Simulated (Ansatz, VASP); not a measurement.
One calculation of Tl, two programs

File INCAR:

```
PREC     = Accurate       # precision mode
ENCUT    = 520            # plane-wave cutoff, eV
EDIFF    = 1E-6           # SCF threshold, eV
ISMEAR   = 1              # smearing method
SIGMA    = 0.05           # smearing width, eV
LREAL    = F              # projectors in reciprocal space
LASPH    = T              # aspherical terms in the spheres
NELM     = 80             # most SCF steps
ALGO     = Normal         # electronic algorithm
ISIF     = 2              # what is computed and relaxed
LWAVE    = F              # write WAVECAR
LCHARG   = T              # write CHGCAR
GGA      = VW             # functional
LELF     = T              # ELF
LVHAR    = T            
NBANDS   = 12             # bands
```

The input KPOINTS:

```
Automatic mesh
0
Gamma
  10 10 10
```

The input POSCAR:

```
Tl
1.0
   -1.9023790499      1.9023790499      1.9023790499
    1.9023790499     -1.9023790499      1.9023790499
    1.9023790499      1.9023790499     -1.9023790499
Tl
1
Direct
    0.0000000000      0.0000000000      0.0000000000
```

The input input.yaml:

```yaml
crystal:
  lattice:
    - [-1.9023790499, 1.9023790499, 1.9023790499]
    - [1.9023790499, -1.9023790499, 1.9023790499]
    - [1.9023790499, 1.9023790499, -1.9023790499]
  atoms:
    - { symbol: Tl, position: [0.0, 0.0, 0.0] }
hamiltonian:
  xc: { exchange: slater, correlation: vwn5 }
  pseudopotentials: { kind: paw, xc_functional: lda, accuracy: standard }
kpoints:
  mp_grid: { grid: [10, 10, 10] }
  band_path:
    path:
      - [[0.0, 0.0, 0.0], [0.5, -0.5, 0.5], [0.0, 0.0, 0.5], [0.0, 0.0, 0.0], [0.25, 0.25, 0.25], [0.5, -0.5, 0.5]]
      - [[0.25, 0.25, 0.25], [0.0, 0.0, 0.5]]
    npoints: 14
scf:
  occupations: { method: methfessel_paxton, width: 0.05 }
  n_extra_bands: 6
  mixing: { algorithm: anderson, beta: 0.7, ndim: 16 }
output:
  forces: true
  stress: true
  eigenvalues: true
  fatbands: false
```

Alike in both runs: functional SVWN5; k mesh 10 × 10 × 10; occupations methfessel-paxton of order 1, width 0.05 eV; no spin polarisation.

|  | VASP | Ansatz |
| --- | --- | --- |
| version | VASP 6.6.1 | Ansatz 0.2.0 |
| potentials or method | VASP PAW PBE potentials, release 64 (Tl_d) | JTH PAW LDA |
| plane-wave cutoff (eV) | 520 | 1800 |
| valence electrons in the cell | 13 | 13 |
| task | single point | band structure |

VASP gave:

| Quantity | Value |
| --- | --- |
| gap on the k mesh at the Fermi level (eV) | none |
| pressure (GPa) | -0.6 |

Problem. Estimate Ansatz's values.

Solution. gap on the k mesh at the Fermi level (eV): none; pressure (GPa): -0.5.

VASP's potentials were made for PBE, not for SVWN5. A gap of «none» marks a metal or a gap that the smearing closes.

Neither program's run includes spin-orbit coupling.
